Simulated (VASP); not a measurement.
# Si2Mo in VASP: settings compared

The runs below take Si2Mo through single point, with r2SCAN+rVV10, PBEsol.

Program: VASP 6.6.1. These are calculated values, not measurements. Logs are shortened: lines on timing, memory, paths and dates and some standing lists are left out, and cuts for length are marked.

## Step 1: The cell of the first run

Symmetry: Fddd, No. 70, orthorhombic system. The conventional cell has a = 4.569 Å, b = 7.967 Å, c = 8.730 Å, α = 90.00°, β = 90.00°, γ = 90.00°. Si (site symmetry 2) has 9 Si at 2.54 to 3.17 Å and 5 Mo at 2.56 to 2.68 Å within 3.4 Å. Mo (site symmetry 222) has 10 Si at 2.56 to 2.68 Å and 4 Mo at 3.17 Å within 3.4 Å.

## Step 2: Single point, r2SCAN+rVV10

POSCAR reads:

```
Si2Mo
1.0
    0.0000000000      3.9835930727      4.3651063916
    2.2844355072      0.0000000000      4.3651063916
    2.2844355072      3.9835930727      0.0000000000
Si Mo
4 2
Direct
    0.0859177446      0.4140822554      0.0859177446
    0.4140822554      0.0859177446      0.4140822554
    0.1640822554      0.8359177446      0.1640822554
    0.8359177446      0.1640822554      0.8359177446
    0.7500000000      0.7500000000      0.7500000000
    0.5000000000      0.5000000000      0.5000000000
```

INCAR.step1 reads:

```
SYSTEM = Si2Mo
  ALGO = Normal
  EDIFF = 1E-5
  ENCUT = 550
  GGA = PE
  GGA_COMPAT = .False.
  ISMEAR = -1
  LASPH = .True.
  LCHARG = .False.
  LREAL = .False.
  LWAVE = .True.
  NBANDS = 31
  NELM = 120
  PREC = Accurate
  SIGMA = 0.03
```

INCAR.step2 reads:

```
SYSTEM = Si2Mo
  ALGO = Normal
  BPARAM = 11.95
  CPARAM = 0.0093
  EDIFF = 1E-6
  ENCUT = 550
  GGA_COMPAT = .False.
  ISIF = 2
  ISMEAR = -1
  ISTART = 1
  IVDW_NL = 2
  LASPH = .True.
  LCHARG = .False.
  LMIXTAU = .True.
  LREAL = .False.
  LUSE_VDW = .True.
  LWAVE = .False.
  METAGGA = R2SCAN
  NBANDS = 31
  NELM = 120
  PREC = Accurate
  SIGMA = 0.03
```

KPOINTS reads:

```
k-points
0
Gamma
  6 6 6
  0 0 0
```

Potentials or basis: VASP PAW PBE potentials, release 64 (Si, Mo_sv).

Launch:

```
$ cat potpaw_PBE.64/Si/POTCAR potpaw_PBE.64/Mo_sv/POTCAR > POTCAR
$ cp INCAR.step1 INCAR
$ mpirun -np 1 vasp_std > vasp.out
$ cp INCAR.step2 INCAR
$ mpirun -np 1 vasp_std > vasp.out
```

OUTCAR:

```text
SYSTEM = Si2Mo
   BPARAM = 11.95
   EDIFF = 1E-6
   ENCUT = 550
   ISIF = 2
   ISMEAR = -1
   ISTART = 1
   IVDW_NL = 2
   LASPH = .True.
   LREAL = .False.
   METAGGA = R2SCAN
   NELM = 120
   PREC = Accurate

 ion  position               nearest neighbor table
   1  0.086  0.414  0.086-   3 2.54   3 2.54   6 2.56   6 2.56   2 2.61   5 2.63   5 2.63   2 2.66
                             2 2.66   5 2.68
   2  0.414  0.086  0.414-   4 2.54   4 2.54   6 2.56   6 2.56   1 2.61   5 2.63   5 2.63   1 2.66
                             1 2.66   5 2.68
   3  0.164  0.836  0.164-   1 2.54   1 2.54   5 2.56   5 2.56   4 2.61   6 2.63   6 2.63   4 2.66
                             4 2.66   6 2.68
   4  0.836  0.164  0.836-   2 2.54   2 2.54   5 2.56   5 2.56   3 2.61   6 2.63   6 2.63   3 2.66
                             3 2.66   6 2.68
   5  0.750  0.750  0.750-   4 2.56   3 2.56   4 2.56   3 2.56   2 2.63   2 2.63   1 2.63   1 2.63
                             1 2.68   2 2.68   6 3.17   6 3.17   6 3.17   6 3.17
   6  0.500  0.500  0.500-   1 2.56   2 2.56   1 2.56   2 2.56   3 2.63   3 2.63   4 2.63   4 2.63
                             3 2.68   4 2.68   5 3.17   5 3.17   5 3.17   5 3.17

  LATTYP: Found a face centered orthorhombic cell.
 ALAT       =     4.5688710144
 B/A-ratio  =     1.7437975641
 C/A-ratio  =     1.9108030749

  Lattice vectors:

 A1 = (   0.0000000000,   3.9835930727,   4.3651063916)
 A2 = (   2.2844355072,   0.0000000000,   4.3651063916)
 A3 = (   2.2844355072,   3.9835930727,   0.0000000000)

Analysis of symmetry for initial positions (statically):
=====================================================================
 Subroutine PRICEL returns:
 Original cell was already a primitive cell.

 Routine SETGRP: Setting up the symmetry group for a
 face centered orthorhombic supercell.

 Subroutine GETGRP returns: Found  8 space group operations
 (whereof  4 operations were pure point group operations)
 out of a pool of  8 trial point group operations.

The static configuration has the point symmetry D_2 .
 The point group associated with its full space group is D_2h.

Analysis of symmetry for dynamics (positions and initial velocities):
=====================================================================
 Subroutine PRICEL returns:
 Original cell was already a primitive cell.

 Routine SETGRP: Setting up the symmetry group for a
 face centered orthorhombic supercell.

 Subroutine GETGRP returns: Found  8 space group operations
[... 110 lines left out ...]
   ENCUT  =  550.0 eV  40.42 Ry    6.36 a.u.  11.30  9.42  8.78*2*pi/ulx,y,z
   NELM   =    120;   NELMIN=  2; NELMDL=  0     # of ELM steps
   EDIFF  = 0.1E-05   stopping-criterion for ELM
   LREAL  =      F    real-space projection
   EDIFFG = 0.1E-04   stopping-criterion for IOM
   NSW    =      0    number of steps for IOM
   IBRION =     -1    ionic relax: 0-MD 1-quasi-New 2-CG
   NFREE  =      0    steps in history (QN), initial steepest desc. (CG)
   ISIF   =      2    stress and relaxation
   ISYM   =      2    0-nonsym 1-usesym 2-fastsym
   POTIM  = 0.5000    time-step for ionic-motion
   TEBEG  =    0.0;   TEEND  =   0.0 temperature during run
   PSTRESS=    0.0 pullay stress
   NELECT =      44.0000    total number of electrons
   NUPDOWN=      -1.0000    fix difference up-down
   EMIN   =  10.00;   EMAX   =-10.00  energy-range for DOS
   EFERMI =   0.00;   METHOD = LEGACY
   ISMEAR =    -1;   SIGMA  =   0.03  broadening in eV -4-tet -1-fermi 0-gaus
   EFERMI_NEDOS =   21; number of points for ismear=-14 and -15
   IALGO  =     38    algorithm
   IMIX   =      4    mixing-type and parameters
     AMIX     =   0.40;   BMIX     =  1.00
     AMIX_MAG =   1.60;   BMIX_MAG =  1.00
  volume/ion in A,a.u.               =      13.24        89.36
  Fermi-wavevector in a.u.,A,eV,Ry     =   1.344413  2.540573 24.591814  1.807447
  Thomas-Fermi vector in A             =   2.472409
   LORBIT       =      0    0 simple, 1 ext, 2 COOP (PROOUT), +10 PAW based schemes
   METAGGA = R2SCAN    functional components
   LHFCALC =     F    Hartree Fock is set to
   AEXX    =    0.0000 exact exchange contribution
   IVDW_NL    =     2    kernel type
   BPARAM     =11.9500
   IVDW    =     0    specifies the selected vdW correction
   LEPSILON=     F    determine dielectric tensor
   LRPA    =     F    only Hartree local field effects (RPA)
 non-spin polarized calculation
  energy-cutoff  :      550.00
  volume of cell :       79.45
 maximum number of plane-waves:      2347
 NGX is ok and might be reduce to    48
   NGX = 23   NGY = 19   NGZ = 17

 number of electron      44.0000000 magnetization

 Free energy of the ion-electron system (eV)
  ---------------------------------------------------
  ext. energy  EPLUGINS =         0.00000000
  ---------------------------------------------------
  free energy    TOTEN  =       -88.92488004 eV

  energy without entropy =      -88.92126974  energy(sigma->0) =      -88.92307489

 E-fermi :  12.6473     XC(G=0): -13.4631

 val. band max:       12.6185514280   @ k =  -0.1667   0.3333   0.1667
 cond. band min:      12.6512695932   @ k =   0.1667   0.0000   0.1667
 fundamental gap:      0.0327181652
 Fermi energy:        12.6473351101

 k-point     1 :       0.0000    0.0000    0.0000
  band No.  band energies     occupation
      1     -49.9893      2.00000
      2     -49.9424      2.00000
      3     -23.6228      2.00000
      4     -23.4945      2.00000
      5     -23.4922      2.00000
      6     -23.4731      2.00000
[... 805 lines left out ...]
     30      17.6327      0.00000
     31      18.5170      0.00000

 [... further k-points ...]
[... 5 lines left out ...]
  --------------------------------------------------------------------------------------
  -------------------------------------------------------------------------------------
  Total        0.2856227      0.2806077      0.2805034      0.0000000      0.0000000      0.0000000
  in kB        5.7600278      5.6588934      5.6567898      0.0000000      0.0000000      0.0000000
  external PRESSURE =       5.6919036 kB  Pullay stress =       0.0000000 kB

 VOLUME and BASIS-vectors are now :
 -----------------------------------------------------------------------------
  energy-cutoff  :      550.00
  volume of cell :       79.45
      direct lattice vectors                 reciprocal lattice vectors
     0.000000000  3.983593073  4.365106392    -0.218872452  0.125514828  0.114544745
     2.284435507  0.000000000  4.365106392     0.218872452 -0.125514828  0.114544745
     2.284435507  3.983593073  0.000000000     0.218872452  0.125514828 -0.114544745

 POSITION                                       TOTAL-FORCE (eV/Angst)
 -----------------------------------------------------------------------------------
      1.14222      0.68452      2.18255         0.000000      0.012136     -0.000000
      1.14222      3.29907      2.18255         0.000000     -0.012136     -0.000000
      2.28444      1.30727      4.36511         0.000000     -0.012136      0.000000
      2.28444      6.65991      4.36511         0.000000      0.012136      0.000000
      3.42665      5.97539      6.54766        -0.000000     -0.000000      0.000000
      2.28444      3.98359      4.36511         0.000000      0.000000     -0.000000
 -----------------------------------------------------------------------------------
    total drift:                               -0.000000     -0.000000     -0.000000

  FREE ENERGIE OF THE ION-ELECTRON SYSTEM (eV)
  ---------------------------------------------------
  free  energy   TOTEN  =       -88.9248800383 eV

  energy  without entropy=      -88.9212697405  energy(sigma->0) =      -88.92307489
```

OUTCAR.step1:

```text
SYSTEM = Si2Mo
   EDIFF = 1E-5
   ENCUT = 550
   GGA = PE
   ISMEAR = -1
   LASPH = .True.
[... 1062 lines left out ...]
      2.28444      6.65991      4.36511         0.000000      0.034752      0.000000
      3.42665      5.97539      6.54766        -0.000000     -0.000000     -0.000000
      2.28444      3.98359      4.36511         0.000000      0.000000      0.000000
 -----------------------------------------------------------------------------------
    total drift:                               -0.000000     -0.000000     -0.000000

  FREE ENERGIE OF THE ION-ELECTRON SYSTEM (eV)
  ---------------------------------------------------
  free  energy   TOTEN  =       -46.0201617953 eV

  energy  without entropy=      -46.0157667706  energy(sigma->0) =      -46.01796428
```

OSZICAR.step1:

```text
N       E                     dE             d eps       ncg     rms          rms(c)
DAV:   1     0.355506666593E+03    0.35551E+03   -0.25065E+04  2916   0.143E+03
DAV:   2    -0.335910513271E+02   -0.38910E+03   -0.37693E+03  3197   0.379E+02
DAV:   3    -0.474850049314E+02   -0.13894E+02   -0.13545E+02  3756   0.639E+01
DAV:   4    -0.476395261221E+02   -0.15452E+00   -0.15431E+00  3394   0.652E+00
DAV:   5    -0.476415574058E+02   -0.20313E-02   -0.20309E-02  3712   0.765E-01    0.310E+01
DAV:   6    -0.463883808312E+02    0.12532E+01   -0.10256E+01  3380   0.175E+01    0.726E+00
DAV:   7    -0.461081137746E+02    0.28027E+00   -0.20083E+00  3200   0.746E+00    0.730E+00
DAV:   8    -0.460211716280E+02    0.86942E-01   -0.24750E-01  3429   0.313E+00    0.794E-01
DAV:   9    -0.460204422392E+02    0.72939E-03   -0.88633E-03  3708   0.478E-01    0.384E-01
DAV:  10    -0.460203400256E+02    0.10221E-03   -0.28221E-03  3446   0.364E-01    0.187E-01
DAV:  11    -0.460201661417E+02    0.17388E-03   -0.97321E-04  3398   0.197E-01    0.411E-02
DAV:  12    -0.460201617953E+02    0.43464E-05   -0.29942E-05  3014   0.296E-02
   1 F= -.46020162E+02 E0= -.46017964E+02  d E =-.439502E-02
```

It took 15 min on 1 thread of Oxide Virtual Turin-like, shared host; peak memory 0.55 GiB.

What came out:

| Quantity | Value |
| --- | --- |
| Free energy | -88.9249 eV |
| Pressure | 0.6 GPa |
| Largest force | 0.012 eV/Å |
| Band gap on the k mesh | zero (bands 22 and 23 overlap by 0.34 eV) |

Forces in eV/Å, atoms in the order of the input:
```
Si   0.000  0.012  0.000
Si   0.000 -0.012  0.000
Si   0.000 -0.012  0.000
Si   0.000  0.012  0.000
Mo   0.000  0.000  0.000
Mo   0.000  0.000  0.000
```

Levels at points of the mesh, in eV from the Fermi level:
```tsv
k point	band 20	band 21	band 22	band 23	band 24	band 25
(0.00, 0.00, 0.00)	-2.42	-2.32	0.31	2.43	2.84	3.16
(0.50, 0.00, 0.00)	-1.90	-0.56	-0.06	0.36	1.20	1.91
(0.50, 0.50, 0.00)	-2.24	-1.54	-1.54	2.77	2.77	3.06
(0.50, 0.00, 0.50)	-3.02	-0.51	-0.51	2.56	2.56	2.88
(0.00, 0.50, 0.50)	-2.63	-1.19	-1.19	1.27	1.27	2.73
```

Caveat: the PAW data sets were made with another functional, which shifts forces and pressure a little.

## Step 3: Single point, PBEsol

INCAR reads:

```
PREC     = Accurate       # precision mode
ENCUT    = 500            # plane-wave cutoff, eV
EDIFF    = 1E-6           # SCF threshold, eV
ISMEAR   = -1             # smearing method
SIGMA    = 0.05           # smearing width, eV
LREAL    = False          # projectors in reciprocal space
LASPH    = True           # aspherical terms in the spheres
NELM     = 120            # most SCF steps
ALGO     = Normal         # electronic algorithm
ISIF     = 2              # what is computed and relaxed
LWAVE    = False          # write WAVECAR
LCHARG   = False          # write CHGCAR
GGA      = PS             # functional
NBANDS   = 31             # bands
GGA_COMPAT= False
```

KPOINTS reads:

```
Automatic mesh
0
Gamma
  6 6 6
```

POSCAR reads:

```
Si2Mo
1.0
    0.0001075700      3.9795442467      4.3645088928
    2.2854636391      0.0001448052      4.3644255853
    2.2855018077      3.9794802740      0.0001305662
Si Mo
4 2
Direct
    0.1021511219      0.4056241282      0.0743164254
    0.4303475200      0.0774287591      0.4025090405
    0.1803509034      0.8274227552      0.1524915206
    0.8521565953      0.1556201192      0.8242985680
    0.7662480253      0.7415267861      0.7384074190
    0.5162542643      0.4915215554      0.4884028056
```

Potentials or basis: VASP PAW PBE potentials, release 64 (Si, Mo_sv).

Launch:

```
$ cat potpaw_PBE.64/Si/POTCAR potpaw_PBE.64/Mo_sv/POTCAR > POTCAR
$ mpirun -np 1 vasp_std > vasp.out
```

It took 8 min on 1 thread of Oxide Virtual Turin-like, shared host; peak memory 0.34 GiB.

The run converged. Its results:

| Item | Value |
| --- | --- |
| Free energy | -49.6880 eV |
| Pressure | 0.4 GPa |
| Band gap on the k mesh | zero (bands 22 and 23 overlap by 0.37 eV) |

Forces in eV/Å, atoms in the order of the input:
```
Si   0.000  0.002  0.000
Si   0.000 -0.002  0.000
Si   0.000 -0.002  0.000
Si   0.000  0.002  0.000
Mo   0.000  0.000  0.000
Mo   0.000  0.000  0.000
```

Levels at points of the mesh, in eV from the Fermi level:
```csv
k point,band 19,band 20,band 21,band 22,band 23,band 24,band 25,band 26
"(0.00, 0.00, 0.00)",-2.41,-2.26,-2.12,0.29,2.25,2.54,2.94,3.03
"(0.50, 0.00, 0.00)",-2.18,-1.84,-0.55,-0.05,0.30,1.10,1.74,1.95
"(0.50, 0.50, 0.50)",-2.18,-1.84,-0.55,-0.05,0.30,1.10,1.74,1.95
"(0.00, 0.50, 0.00)",-2.18,-1.84,-0.55,-0.05,0.30,1.10,1.74,1.95
"(0.00, 0.00, 0.50)",-2.18,-1.84,-0.55,-0.05,0.30,1.10,1.74,1.95
"(0.50, 0.50, 0.00)",-2.09,-2.09,-1.48,-1.48,2.61,2.61,2.85,2.85
"(0.50, 0.00, 0.50)",-2.89,-2.89,-0.48,-0.48,2.33,2.33,2.67,2.67
"(0.00, 0.50, 0.50)",-2.51,-2.51,-1.15,-1.15,1.12,1.12,2.48,2.48
```

Caveat: the PAW data sets were made with another functional, which shifts forces and pressure a little.

## Step 4: Single point, r2SCAN+rVV10

POSCAR reads:

```
Si2Mo
1.0
    0.0000000000      3.9835930727      4.3651063916
    2.2844355072      0.0000000000      4.3651063916
    2.2844355072      3.9835930727      0.0000000000
Si Mo
4 2
Direct
    0.0859177446      0.4140822554      0.0859177446
    0.4140822554      0.0859177446      0.4140822554
    0.1640822554      0.8359177446      0.1640822554
    0.8359177446      0.1640822554      0.8359177446
    0.7500000000      0.7500000000      0.7500000000
    0.5000000000      0.5000000000      0.5000000000
```

INCAR.step1 reads:

```
SYSTEM = Si2Mo
PREC = Accurate ; ENCUT = 550
ISMEAR = -1 ; SIGMA = 0.03
LREAL = .False. ; LASPH = .True.
NELM = 120 ; NBANDS = 31
GGA = PE ; ALGO = Normal
EDIFF = 1E-5 ; LWAVE = .True.
LCHARG = .False. ; GGA_COMPAT = .False.
```

INCAR.step2 reads:

```
SYSTEM = Si2Mo
PREC = Accurate ; ENCUT = 550
EDIFF = 1E-6 ; ISMEAR = -1
SIGMA = 0.03 ; LREAL = .False.
LASPH = .True. ; NELM = 120
ALGO = Normal ; ISIF = 2
LWAVE = .False. ; LCHARG = .False.
METAGGA = R2SCAN ; LMIXTAU = .True.
LUSE_VDW = .True. ; IVDW_NL = 2
BPARAM = 11.95 ; CPARAM = 0.0093
NBANDS = 31 ; ISTART = 1
GGA_COMPAT = .False.
```

KPOINTS reads:

```
Automatic mesh
0
Gamma
  8 8 8
  0 0 0
```

Launch:

```
$ cat potpaw_PBE.64/Si/POTCAR potpaw_PBE.64/Mo_sv/POTCAR > POTCAR
$ cp INCAR.step1 INCAR
$ mpirun -np 1 vasp_std > vasp.out
$ cp INCAR.step2 INCAR
$ mpirun -np 1 vasp_std > vasp.out
```

It took 34 min on 1 thread of Oxide Virtual Turin-like, shared host; peak memory 0.62 GiB.

It converged, with:

* Free energy: -88.9278 eV
* Pressure: 0.6 GPa
* Largest force: 0.029 eV/Å
* Band gap on the k mesh: zero (bands 22 and 23 overlap by 0.43 eV)

Forces on the atoms (eV/Å):
```
Si   0.000  0.029  0.000
Si   0.000 -0.029  0.000
Si   0.000 -0.029  0.000
Si   0.000  0.029  0.000
Mo   0.000  0.000  0.000
Mo   0.000  0.000  0.000
```

Levels at points of the mesh, in eV from the Fermi level:
```csv
k point,band 19,band 20,band 21,band 22,band 23,band 24,band 25,band 26
"(0.00, 0.00, 0.00)",-2.63,-2.45,-2.35,0.27,2.40,2.81,3.13,3.18
"(0.50, 0.00, 0.00)",-2.31,-1.94,-0.59,-0.09,0.33,1.17,1.88,2.09
"(0.50, 0.50, 0.00)",-2.27,-2.27,-1.57,-1.57,2.74,2.74,3.02,3.02
"(0.50, 0.00, 0.50)",-3.06,-3.06,-0.54,-0.54,2.53,2.53,2.85,2.85
"(0.00, 0.50, 0.50)",-2.66,-2.66,-1.22,-1.22,1.23,1.23,2.69,2.69
```

Caveat: the PAW data sets were made with another functional, which shifts forces and pressure a little.

## Step 5: The runs side by side

| level | cell | k mesh | cutoff (eV) | smearing | gap on the mesh (eV) | pressure (GPa) | largest force (eV/Å) |
| --- | --- | --- | --- | --- | --- | --- | --- |
| r2SCAN+rVV10 | a = 5.910, b = 4.927, c = 4.592 Å, angles 76.7, 54.2, 49.1°, 6 atoms | 6 × 6 × 6 | 550 | fermi-dirac 0.03 eV | none | 0.6 | 0.01 |
| PBEsol | a = 5.906, b = 4.927, c = 4.589 Å, angles 76.6, 54.2, 49.1°, 6 atoms | 6 × 6 × 6 | 500 | fermi-dirac 0.05 eV | none | 0.4 | - |
| r2SCAN+rVV10 | a = 5.910, b = 4.927, c = 4.592 Å, angles 76.7, 54.2, 49.1°, 6 atoms | 8 × 8 × 8 | 550 | fermi-dirac 0.03 eV | none | 0.6 | 0.03 |

Alike in all rows: task single point; potentials or basis VASP PAW PBE potentials, release 64 (Si, Mo_sv); no spin polarisation.

Caveats: the PAW data sets were made with another functional, which shifts forces and pressure a little.

Total energies depend on the potentials used, so only differences within one code and one set of settings carry meaning.

The gap in the log of VASP goes by the Fermi energy; the results here count the filled bands.